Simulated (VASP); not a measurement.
# Mo (Pm-3m) in VASP: further runs, part 2 of 3

VASP 6.6.1. The steps go on from the part before.

## 3. Single point, LDA

Input file INCAR:

```
SYSTEM = Mo
ALGO     = Normal         ! electronic algorithm
EDIFF    = 1E-6           ! SCF threshold, eV
ENCUT    = 520            ! plane-wave cutoff, eV
ISIF     = 2              ! what is computed and relaxed
ISMEAR   = -1             ! smearing method
LASPH    = .True.         ! aspherical terms in the spheres
LCHARG   = .False.        ! write CHGCAR
LREAL    = .False.        ! projectors in reciprocal space
LWAVE    = .False.        ! write WAVECAR
NBANDS   = 13             ! bands
NELM     = 60             ! most SCF steps
PREC     = Accurate       ! precision mode
SIGMA    = 0.05           ! smearing width, eV
```

Input file KPOINTS:

```
k-points
0
Gamma
  16 16 16
  0 0 0
```

Input file POSCAR:

```
Mo
1.0
    2.3114692354      0.0000000000      0.0000000000
    0.0000000000      2.3114692354      0.0000000000
    0.0000000000      0.0000000000      2.3114692354
Mo
1
Direct
    0.0000000000      0.0000000000      0.0000000000
```

Potentials or basis: VASP PAW LDA potentials, release 64 (Mo_sv).

Command:

```
> cat potpaw_LDA.64/Mo_sv/POTCAR > POTCAR
> mpirun -np 1 vasp_std > vasp.out
```

OUTCAR:

```text
SYSTEM = Mo
   EDIFF = 1E-6
   ENCUT = 520
   ISIF = 2
   ISMEAR = -1
   LASPH = .True.
   LREAL = .False.
   NELM = 60
   PREC = Accurate

 ion  position               nearest neighbor table
   1  0.000  0.000  0.000-

  LATTYP: Found a simple cubic cell.
 ALAT       =     2.3114692354

  Lattice vectors:

 A1 = (   2.3114692354,   0.0000000000,   0.0000000000)
 A2 = (   0.0000000000,   2.3114692354,   0.0000000000)
 A3 = (   0.0000000000,   0.0000000000,   2.3114692354)

Analysis of symmetry for initial positions (statically):
=====================================================================
 Subroutine PRICEL returns:
 Original cell was already a primitive cell.

 Routine SETGRP: Setting up the symmetry group for a
 simple cubic supercell.

 Subroutine GETGRP returns: Found 48 space group operations
 (whereof 48 operations were pure point group operations)
 out of a pool of 48 trial point group operations.

The static configuration has the point symmetry O_h .

Analysis of symmetry for dynamics (positions and initial velocities):
=====================================================================
 Subroutine PRICEL returns:
 Original cell was already a primitive cell.

 Routine SETGRP: Setting up the symmetry group for a
 simple cubic supercell.

 Subroutine GETGRP returns: Found 48 space group operations
 (whereof 48 operations were pure point group operations)
 out of a pool of 48 trial point group operations.

The dynamic configuration has the point symmetry O_h .

 Subroutine INISYM returns: Found 48 space group operations
 (whereof 48 operations are pure point group operations),
 and found     1 'primitive' translations

----------------------------------------------------------------------------------------

                                     Primitive cell

  volume of cell :      12.3499

  direct lattice vectors                    reciprocal lattice vectors
     2.311469235  0.000000000  0.000000000     0.432625269  0.000000000  0.000000000
     0.000000000  2.311469235  0.000000000     0.000000000  0.432625269  0.000000000
     0.000000000  0.000000000  2.311469235     0.000000000  0.000000000  0.432625269

  length of vectors
     2.311469235  2.311469235  2.311469235     0.432625269  0.432625269  0.432625269

  position of ions in fractional coordinates (direct lattice)
     0.000000000  0.000000000  0.000000000

  ion indices of the primitive-cell ions
   primitive index   ion index
                 1           1

----------------------------------------------------------------------------------------

 KPOINTS: k-points

Automatic generation of k-mesh.
 Grid dimensions read from file:
 generate k-points for:   16   16   16

 Generating k-lattice:

  Cartesian coordinates                     Fractional coordinates (reciprocal lattice)
     0.027039079  0.000000000  0.000000000     0.062500000  0.000000000  0.000000000
     0.000000000  0.027039079  0.000000000     0.000000000  0.062500000  0.000000000
     0.000000000  0.000000000  0.027039079     0.000000000  0.000000000  0.062500000

  Length of vectors
     0.027039079  0.027039079  0.027039079

  Shift w.r.t. Gamma in fractional coordinates (k-lattice)
     0.000000000  0.000000000  0.000000000

 Subroutine IBZKPT returns following result:
 ===========================================

 Found    165 irreducible k-points:

 Following reciprocal coordinates:
            Coordinates               Weight
  0.000000  0.000000  0.000000      1.000000
  0.062500  0.000000  0.000000      6.000000
  0.125000  0.000000  0.000000      6.000000
  0.187500  0.000000  0.000000      6.000000
  0.250000  0.000000  0.000000      6.000000
  0.312500  0.000000  0.000000      6.000000
[... 16 lines left out ...]
  0.437500  0.125000  0.000000     24.000000
  0.500000  0.125000  0.000000     12.000000
 [... further k-points ...]
   k-points           NKPTS =    165   k-points in BZ     NKDIM =    165   number of bands    NBANDS=     13
   number of dos      NEDOS =    301   number of ions     NIONS =      1
   total plane-waves  NPLWV =   5832
   dimension x,y,z NGX =    18 NGY =   18 NGZ =   18
   dimension x,y,z NGXF=    36 NGYF=   36 NGZF=   36
   ions per type =               1
   NGX,Y,Z   is equivalent  to a cutoff of  12.95, 12.95, 12.95 a.u.
   NGXF,Y,Z  is equivalent  to a cutoff of  25.89, 25.89, 25.89 a.u.
 SYSTEM =  Mo
   PREC   = accura    normal or accurate (medium, high low for compatibility)
   ISTART =      0    job   : 0-new  1-cont  2-samecut
   ICHARG =      2    charge: 1-file 2-atom 10-const
   ISPIN  =      1    spin polarized calculation?
   LNONCOLLINEAR =      F non collinear calculations
   LSORBIT =      F    spin-orbit coupling
   LASPH  =      T    aspherical Exc in radial PAW
   ENCUT  =  520.0 eV  38.22 Ry    6.18 a.u.   4.30  4.30  4.30*2*pi/ulx,y,z
   NELM   =     60;   NELMIN=  2; NELMDL= -5     # of ELM steps
   EDIFF  = 0.1E-05   stopping-criterion for ELM
   LREAL  =      F    real-space projection
   EDIFFG = 0.1E-04   stopping-criterion for IOM
   NSW    =      0    number of steps for IOM
   IBRION =     -1    ionic relax: 0-MD 1-quasi-New 2-CG
   NFREE  =      0    steps in history (QN), initial steepest desc. (CG)
   ISIF   =      2    stress and relaxation
   ISYM   =      2    0-nonsym 1-usesym 2-fastsym
   POTIM  = 0.5000    time-step for ionic-motion
   TEBEG  =    0.0;   TEEND  =   0.0 temperature during run
   PSTRESS=    0.0 pullay stress
   NELECT =      14.0000    total number of electrons
   NUPDOWN=      -1.0000    fix difference up-down
   EMIN   =  10.00;   EMAX   =-10.00  energy-range for DOS
   EFERMI =   0.00;   METHOD = LEGACY
   ISMEAR =    -1;   SIGMA  =   0.05  broadening in eV -4-tet -1-fermi 0-gaus
   EFERMI_NEDOS =   21; number of points for ismear=-14 and -15
   IALGO  =     38    algorithm
   IMIX   =      4    mixing-type and parameters
     AMIX     =   0.40;   BMIX     =  1.00
     AMIX_MAG =   1.60;   BMIX_MAG =  1.00
  volume/ion in A,a.u.               =      12.35        83.34
  Fermi-wavevector in a.u.,A,eV,Ry     =   1.706984  3.225732 39.644569  2.913794
  Thomas-Fermi vector in A             =   2.785920
   LORBIT       =      0    0 simple, 1 ext, 2 COOP (PROOUT), +10 PAW based schemes
   GGA     = CA    functional components
   LHFCALC =     F    Hartree Fock is set to
   AEXX    =    0.0000 exact exchange contribution
   IVDW    =     0    specifies the selected vdW correction
   LEPSILON=     F    determine dielectric tensor
   LRPA    =     F    only Hartree local field effects (RPA)
 non-spin polarized calculation
  energy-cutoff  :      520.00
  volume of cell :       12.35
 maximum number of plane-waves:       344
 NGX is ok and might be reduce to    18
   NGX =  9   NGY =  9   NGZ =  9

 number of electron      13.9999993 magnetization

 Free energy of the ion-electron system (eV)
  ---------------------------------------------------
  ext. energy  EPLUGINS =         0.00000000
  ---------------------------------------------------
  free energy    TOTEN  =        -9.64088314 eV

  energy without entropy =       -9.63369574  energy(sigma->0) =       -9.63728944

 E-fermi :  16.5062     XC(G=0): -14.8119

 val. band max:       16.5043038005   @ k =   0.5000   0.3125   0.1875
 cond. band min:      16.5103658231   @ k =   0.4375   0.3750   0.1875
 fundamental gap:      0.0060620226
 Fermi energy:        16.5061613959

 k-point     1 :       0.0000    0.0000    0.0000
  band No.  band energies     occupation
      1     -44.9615      2.00000
      2     -17.0248      2.00000
      3     -17.0248      2.00000
      4     -17.0248      2.00000
      5       9.1365      2.00000
      6      10.0135      2.00000
      7      10.0135      2.00000
      8      22.5919      0.00000
      9      22.5919      0.00000
     10      22.5919      0.00000
     11      35.2291      0.00000
     12      35.2291      0.00000
     13      35.2291      0.00000

 k-point     2 :       0.0625    0.0000    0.0000
  band No.  band energies     occupation
      1     -44.9370      2.00000
      2     -17.1978      2.00000
      3     -17.0101      2.00000
      4     -17.0101      2.00000
      5       9.2998      2.00000
      6      10.0601      2.00000
      7      10.2792      2.00000
      8      22.2718      0.00000
      9      22.2718      0.00000
     10      22.6137      0.00000
     11      34.4959      0.00000
[... 339 lines left out ...]
 k-point    24 :       0.5000    0.1250    0.0000
  band No.  band energies     occupation
      1     -44.1858      2.00000
      2     -20.8002      2.00000
      3     -17.2255      2.00000
      4     -16.5727      2.00000
      5      11.9473      2.00000
      6      13.6602      2.00000
      7      13.7257      2.00000
      8      17.2379      0.00000
      9      20.1091      0.00000
     10      22.2357      0.00000
     11      30.3576      0.00000
     12      32.4586      0.00000
     13      39.0398      0.00000

 [... further k-points ...]
[... 5 lines left out ...]
  --------------------------------------------------------------------------------------
  -------------------------------------------------------------------------------------
  Total        9.4966393      9.4966393      9.4966393     -0.0000000      0.0000000     -0.0000000
  in kB     1232.0155025   1232.0155025   1232.0155025     -0.0000000      0.0000000     -0.0000000
  external PRESSURE =    1232.0155025 kB  Pullay stress =       0.0000000 kB

 VOLUME and BASIS-vectors are now :
 -----------------------------------------------------------------------------
  energy-cutoff  :      520.00
  volume of cell :       12.35
      direct lattice vectors                 reciprocal lattice vectors
     2.311469235  0.000000000  0.000000000     0.432625269  0.000000000  0.000000000
     0.000000000  2.311469235  0.000000000     0.000000000  0.432625269  0.000000000
     0.000000000  0.000000000  2.311469235     0.000000000  0.000000000  0.432625269

 POSITION                                       TOTAL-FORCE (eV/Angst)
 -----------------------------------------------------------------------------------
      0.00000      0.00000      0.00000         0.000000      0.000000      0.000000
 -----------------------------------------------------------------------------------
    total drift:                                0.000000      0.000000     -0.000000

  FREE ENERGIE OF THE ION-ELECTRON SYSTEM (eV)
  ---------------------------------------------------
  free  energy   TOTEN  =        -9.6408831356 eV

  energy  without entropy=       -9.6336957357  energy(sigma->0) =       -9.63728944
```

Wall time 32 s (1 thread of AMD EPYC 7R13, shared host); peak memory 0.1 GiB.

What came out:

* Free energy: -9.6409 eV
* Pressure: 123.2 GPa
* Band gap on the k mesh: zero (band 7 reaches 18.51 eV, above the bottom of band 8 at 15.37 eV)

Levels at points of the mesh, in eV from the Fermi level:
```tsv
k point	band 3	band 4	band 5	band 6	band 7	band 8	band 9	band 10	band 11	band 12
(0.00, 0.00, 0.00)	-33.53	-33.53	-7.37	-6.49	-6.49	6.09	6.09	6.09	18.72	18.72
(0.50, 0.00, 0.00)	-33.13	-33.13	-5.08	-3.96	0.58	0.58	0.71	6.69	14.13	14.56
(0.50, 0.50, 0.00)	-36.75	-32.76	-8.66	-2.89	1.74	1.74	8.20	8.20	9.85	17.98
(0.50, 0.50, 0.50)	-36.18	-36.18	-6.26	-6.26	-6.26	6.56	10.27	10.27	19.00	19.00
```

(Continued in part 3 of 3.)
